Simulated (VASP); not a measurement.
# W (P6_3/mmc) in VASP: a series of runs, part 2 of 2

VASP 6.6.1. Earlier steps stand in the parts before.

### 3 Relaxation of cell and atoms, PBEsol

This run uses another cell than the first one: it holds 4 atoms, not 2.

The input, INCAR:

```
PREC = Accurate
ENCUT = 600
EDIFF = 1E-6
ISMEAR = 0
SIGMA = 0.1
LREAL = F
LASPH = T
NELM = 80
ALGO = Fast
ISIF = 3
LWAVE = F
LCHARG = F
GGA = PS
IBRION = 2
NSW = 100
EDIFFG = -0.01
```

The input, KPOINTS:

```
regular mesh
0
Gamma
  21 21 6
```

The input, POSCAR:

```
W
1.0
    2.7358003948      0.0000000000      0.0000000000
   -1.3679001974      2.3692726416      0.0000000000
    0.0000000000      0.0000000000     10.2093601741
W
4
Direct
    0.3333333333      0.6666666667      0.3822648002
    0.6666666667      0.3333333333      0.8822648002
    0.6666666667      0.3333333333      0.6177351998
    0.3333333333      0.6666666667      0.1177351998
```

Potentials or basis: VASP PAW PBE potentials, release 64 (W_sv).

Started as:

```console
cat potpaw_PBE.64/W_sv/POTCAR > POTCAR
mpirun -np 1 vasp_std > vasp.out
```

OUTCAR:

```text
PREC = Accurate
   ENCUT = 600
   EDIFF = 1E-6
   ISMEAR = 0
   LREAL = F
   LASPH = T
   NELM = 80
   ISIF = 3
   GGA = PS
   IBRION = 2
   NSW = 100
   EDIFFG = -0.01

 ion  position               nearest neighbor table
   1  0.333  0.667  0.382-   4 2.70   3 2.88   3 2.88   3 2.88
   2  0.667  0.333  0.882-   3 2.70   4 2.88   4 2.88   4 2.88
   3  0.667  0.333  0.618-   2 2.70   1 2.88   1 2.88   1 2.88
   4  0.333  0.667  0.118-   1 2.70   2 2.88   2 2.88   2 2.88

  LATTYP: Found a hexagonal cell.
 ALAT       =     2.7358003948
 C/A-ratio  =     3.7317635429

  Lattice vectors:

 A1 = (   2.7358003948,   0.0000000000,   0.0000000000)
 A2 = (  -1.3679001974,   2.3692726416,   0.0000000000)
 A3 = (   0.0000000000,   0.0000000000,  10.2093601741)

Analysis of symmetry for initial positions (statically):
=====================================================================
 Subroutine PRICEL returns:
 Original cell was already a primitive cell.

 Routine SETGRP: Setting up the symmetry group for a
 hexagonal supercell.

 Subroutine GETGRP returns: Found 24 space group operations
 (whereof 12 operations were pure point group operations)
 out of a pool of 24 trial point group operations.

The static configuration has the point symmetry D_3d.
 The point group associated with its full space group is D_6h.

Analysis of symmetry for dynamics (positions and initial velocities):
=====================================================================
 Subroutine PRICEL returns:
 Original cell was already a primitive cell.

 Routine SETGRP: Setting up the symmetry group for a
 hexagonal supercell.

 Subroutine GETGRP returns: Found 24 space group operations
 (whereof 12 operations were pure point group operations)
 out of a pool of 24 trial point group operations.

The dynamic configuration has the point symmetry D_3d.
 The point group associated with its full space group is D_6h.

 Subroutine INISYM returns: Found 24 space group operations
 (whereof 12 operations are pure point group operations),
 and found     1 'primitive' translations

----------------------------------------------------------------------------------------

                                     Primitive cell

  volume of cell :      66.1756

  direct lattice vectors                    reciprocal lattice vectors
     2.735800395  0.000000000  0.000000000     0.365523743  0.211035231  0.000000000
    -1.367900197  2.369272642  0.000000000     0.000000000  0.422070463  0.000000000
     0.000000000  0.000000000 10.209360174     0.000000000  0.000000000  0.097949331

  length of vectors
     2.735800395  2.735800395 10.209360174     0.422070463  0.422070463  0.097949331

  position of ions in fractional coordinates (direct lattice)
     0.333333333  0.666666667  0.382264800
     0.666666667  0.333333333  0.882264800
     0.666666667  0.333333333  0.617735200
     0.333333333  0.666666667  0.117735200

  ion indices of the primitive-cell ions
   primitive index   ion index
                 1           1
[... 35 lines left out ...]
  0.142857  0.000000  0.000000      6.000000
  0.190476  0.000000  0.000000      6.000000
  0.238095  0.000000  0.000000      6.000000
[... 16 lines left out ...]
  0.142857  0.095238  0.000000     12.000000
  0.190476  0.095238  0.000000     12.000000
 [... further k-points ...]
   k-points           NKPTS =    192   k-points in BZ     NKDIM =    192   number of bands    NBANDS=     33
   number of dos      NEDOS =    301   number of ions     NIONS =      4
   total plane-waves  NPLWV =  48384
   dimension x,y,z NGX =    24 NGY =   24 NGZ =   84
   dimension x,y,z NGXF=    48 NGYF=   48 NGZF=  168
   ions per type =               4
   NGX,Y,Z   is equivalent  to a cutoff of  14.58, 14.58, 13.68 a.u.
   NGXF,Y,Z  is equivalent  to a cutoff of  29.17, 29.17, 27.36 a.u.
 SYSTEM =  unknown system
   PREC   = accura    normal or accurate (medium, high low for compatibility)
   ISTART =      0    job   : 0-new  1-cont  2-samecut
   ICHARG =      2    charge: 1-file 2-atom 10-const
   ISPIN  =      1    spin polarized calculation?
   LNONCOLLINEAR =      F non collinear calculations
   LSORBIT =      F    spin-orbit coupling
   LASPH  =      T    aspherical Exc in radial PAW
   ENCUT  =  600.0 eV  44.10 Ry    6.64 a.u.   5.46  5.46 20.39*2*pi/ulx,y,z
   NELM   =     80;   NELMIN=  2; NELMDL= -5     # of ELM steps
   EDIFF  = 0.1E-05   stopping-criterion for ELM
   LREAL  =      F    real-space projection
   EDIFFG = -.1E-01   stopping-criterion for IOM
   NSW    =    100    number of steps for IOM
   IBRION =      2    ionic relax: 0-MD 1-quasi-New 2-CG
   NFREE  =      1    steps in history (QN), initial steepest desc. (CG)
   ISIF   =      3    stress and relaxation
   ISYM   =      2    0-nonsym 1-usesym 2-fastsym
   POTIM  = 0.5000    time-step for ionic-motion
   TEBEG  =    0.0;   TEEND  =   0.0 temperature during run
   PSTRESS=    0.0 pullay stress
   NELECT =      56.0000    total number of electrons
   NUPDOWN=      -1.0000    fix difference up-down
   EMIN   =  10.00;   EMAX   =-10.00  energy-range for DOS
   EFERMI =   0.00;   METHOD = LEGACY
   ISMEAR =     0;   SIGMA  =   0.10  broadening in eV -4-tet -1-fermi 0-gaus
   EFERMI_NEDOS =   21; number of points for ismear=-14 and -15
   IALGO  =     68    algorithm
   IMIX   =      4    mixing-type and parameters
     AMIX     =   0.40;   BMIX     =  1.00
     AMIX_MAG =   1.60;   BMIX_MAG =  1.00
  volume/ion in A,a.u.               =      16.54       111.64
  Fermi-wavevector in a.u.,A,eV,Ry     =   1.548477  2.926198 32.623805  2.397782
  Thomas-Fermi vector in A             =   2.653422
   LORBIT       =      0    0 simple, 1 ext, 2 COOP (PROOUT), +10 PAW based schemes
   GGA     = PS    functional components
   LHFCALC =     F    Hartree Fock is set to
   AEXX    =    0.0000 exact exchange contribution
   IVDW    =     0    specifies the selected vdW correction
   LEPSILON=     F    determine dielectric tensor
   LRPA    =     F    only Hartree local field effects (RPA)
 conjugate gradient relaxation of ions
 non-spin polarized calculation
 RMM-DIIS sequential band-by-band and
 Gauss-broadening in eV      SIGMA  =   0.10
  energy-cutoff  :      600.00
  volume of cell :       66.18
 maximum number of plane-waves:      2261
 NGX is ok and might be reduce to    24

--------------------------------------- Ionic step        1  -------------------------------------------

 number of electron      56.0000000 magnetization

 Free energy of the ion-electron system (eV)
  ---------------------------------------------------
  ext. energy  EPLUGINS =         0.00000000
  ---------------------------------------------------
  free energy    TOTEN  =       -51.41161880 eV

  energy without entropy =      -51.39532921  energy(sigma->0) =      -51.40347401

------------------------ aborting loop because EDIFF is reached ----------------------------------------

  FORCE on cell =-STRESS in cart. coord.  units (eV):
  Direction    XX          YY          ZZ          XY          YZ          ZX
  --------------------------------------------------------------------------------------
  -------------------------------------------------------------------------------------
  Total        1.0197645      1.0197645     -0.9816882      0.0000000      0.0000000      0.0000000
  in kB       24.6895113     24.6895113    -23.7676463      0.0000000      0.0000000      0.0000000
  external PRESSURE =       8.5371254 kB  Pullay stress =       0.0000000 kB
[... 215 lines left out ...]
--------------------------------------- Ionic step        7  -------------------------------------------

 number of electron      55.9999992 magnetization

 Free energy of the ion-electron system (eV)
  ---------------------------------------------------
  ext. energy  EPLUGINS =         0.00000000
  ---------------------------------------------------
  free energy    TOTEN  =       -51.42219560 eV

  energy without entropy =      -51.40618968  energy(sigma->0) =      -51.41419264

 E-fermi :  10.5336     XC(G=0): -13.4520

 val. band max:       10.5288277806   @ k =   0.4286   0.0476   0.5000
 cond. band min:      10.5392152009   @ k =   0.0476   0.0000   0.0000
 fundamental gap:      0.0103874203
 Fermi energy:        10.5335705803

 k-point     1 :       0.0000    0.0000    0.0000
  band No.  band energies     occupation
      1     -63.3617      2.00000
      2     -63.3185      2.00000
      3     -63.3131      2.00000
      4     -63.2696      2.00000
      5     -28.2690      2.00000
      6     -27.7230      2.00000
[... 853 lines left out ...]
     32      11.9500      0.00000
     33      12.1509      0.00000

 [... further k-points ...]

------------------------ aborting loop because EDIFF is reached ----------------------------------------

  FORCE on cell =-STRESS in cart. coord.  units (eV):
  Direction    XX          YY          ZZ          XY          YZ          ZX
  --------------------------------------------------------------------------------------
  -------------------------------------------------------------------------------------
  Total        0.0161206      0.0161206      0.0264479     -0.0000000      0.0000000      0.0000000
  in kB        0.3901027      0.3901027      0.6400120     -0.0000000      0.0000000      0.0000000
  external PRESSURE =       0.4734058 kB  Pullay stress =       0.0000000 kB
[... 19 lines left out ...]
  FREE ENERGIE OF THE ION-ELECTRON SYSTEM (eV)
  ---------------------------------------------------
  free  energy   TOTEN  =       -51.4221955972 eV

  energy  without entropy=      -51.4061896789  energy(sigma->0) =      -51.41419264

 reached required accuracy - stopping structural energy minimisation
```

OSZICAR:

```text
N       E                     dE             d eps       ncg     rms          rms(c)
DAV:   1     0.766108966153E+03    0.76611E+03   -0.36786E+04 12672   0.220E+03
DAV:   2    -0.133319401825E+02   -0.77944E+03   -0.77014E+03 13437   0.659E+02
DAV:   3    -0.525597495659E+02   -0.39228E+02   -0.37932E+02 15676   0.134E+02
[... 78 lines left out ...]
RMM:   2    -0.514221467980E+02   -0.90982E-03   -0.11808E-02 14775   0.847E-01    0.535E-02
RMM:   3    -0.514221908832E+02   -0.44085E-04   -0.11940E-03 13486   0.254E-01    0.258E-02
RMM:   4    -0.514221888199E+02    0.20634E-05   -0.28116E-04 14047   0.106E-01    0.573E-03
RMM:   5    -0.514221944299E+02   -0.56100E-05   -0.66620E-05 15566   0.447E-02    0.432E-03
RMM:   6    -0.514221953642E+02   -0.93429E-06   -0.12300E-05 12654   0.189E-02    0.248E-03
RMM:   7    -0.514221955972E+02   -0.23298E-06   -0.24785E-06  8198   0.910E-03
   7 F= -.51422196E+02 E0= -.51414193E+02  d E =-.286357E-03
```

CONTCAR:

```text
W
   1.00000000000000
     2.7482850011167992    0.0000000000000000    0.0000000000000000
    -1.3741425005583996    2.3800846278268644    0.0000000000000000
     0.0000000000000000   -0.0000000000000000   10.1218236618398230
  W
     4
Direct
     0.3333333332999970    0.6666666667000030    0.3815906520407771
     0.6666666667000030    0.3333333332999970    0.8815906520407771
     0.6666666667000030    0.3333333332999970    0.6184093479592229
     0.3333333332999970    0.6666666667000030    0.1184093479592229

  0.00000000E+00  0.00000000E+00  0.00000000E+00
  0.00000000E+00  0.00000000E+00  0.00000000E+00
  0.00000000E+00  0.00000000E+00  0.00000000E+00
  0.00000000E+00  0.00000000E+00  0.00000000E+00
```

It took 54 min on 1 thread of Oxide Virtual Turin-like, shared host; peak memory 0.46 GiB.

Results:

```yaml
Free_energy: -51.4222 eV
Relaxed_volume: 16.55 Å³/atom
Relaxed_cell: a = 2.748 Å, b = 2.748 Å, c = 10.122 Å, α = 90.00°, β = 90.00°, γ = 120.00°
Space_group_after_relaxing_to_0.1_Å: P6_3/mmc (No. 194)
Energy_gained_by_relaxing: 2.6 meV/atom
Ionic_steps: 7
Pressure_after_relaxing: 0.0 GPa
Largest_force_after_relaxing: 0.005 eV/Å
Band_gap_on_the_k_mesh: zero (bands 28 and 29 overlap by 1.83 eV)
```

Forces on the atoms (eV/Å):
```
W    0.000  0.000  0.005
W    0.000  0.000  0.005
W    0.000  0.000 -0.005
W    0.000  0.000 -0.005
```

The path:
| step | energy change (eV) | largest force (eV/Å) | pressure (GPa) | volume (Å³) |
| --- | --- | --- | --- | --- |
| 1 | 0.0000 | 0.1184 | 0.85 | 66.18 |
| 2 | 0.0053 | 0.0205 | -3.47 | 67.01 |
| 3 | -0.0086 | 0.0796 | -1.14 | 66.54 |
| 4 | -0.0062 | 0.0123 | 1.90 | 65.72 |
| 5 | -0.0103 | 0.0562 | 0.01 | 66.22 |
| 6 | -0.0103 | 0.0546 | 0.10 | 66.21 |
| 7 | -0.0106 | 0.0051 | 0.05 | 66.21 |

Final structure:
```
W
1.0
     2.74829    0.00000    0.00000
    -1.37414    2.38008    0.00000
     0.00000    0.00000   10.12182
W
4
Direct
  0.33333 0.66667 0.38159
  0.66667 0.33333 0.88159
  0.66667 0.33333 0.61841
  0.33333 0.66667 0.11841
```

Levels at points of the mesh, in eV from the Fermi level:
| k point | band 24 | band 25 | band 26 | band 27 | band 28 | band 29 | band 30 | band 31 | band 32 | band 33 |
| --- | --- | --- | --- | --- | --- | --- | --- | --- | --- | --- |
| (0.00, 0.00, 0.00) | -0.76 | -0.76 | -0.72 | -0.50 | -0.50 | -0.39 | -0.39 | -0.08 | -0.08 | 1.81 |
| (0.00, 0.00, 0.50) | -1.17 | -0.65 | -0.65 | -0.65 | -0.65 | -0.22 | -0.22 | -0.22 | -0.22 | 2.18 |

Caveat: the PAW data sets were made with another functional, which shifts forces and pressure a little; spin-orbit coupling is left out, which moves the levels of the heavy elements.
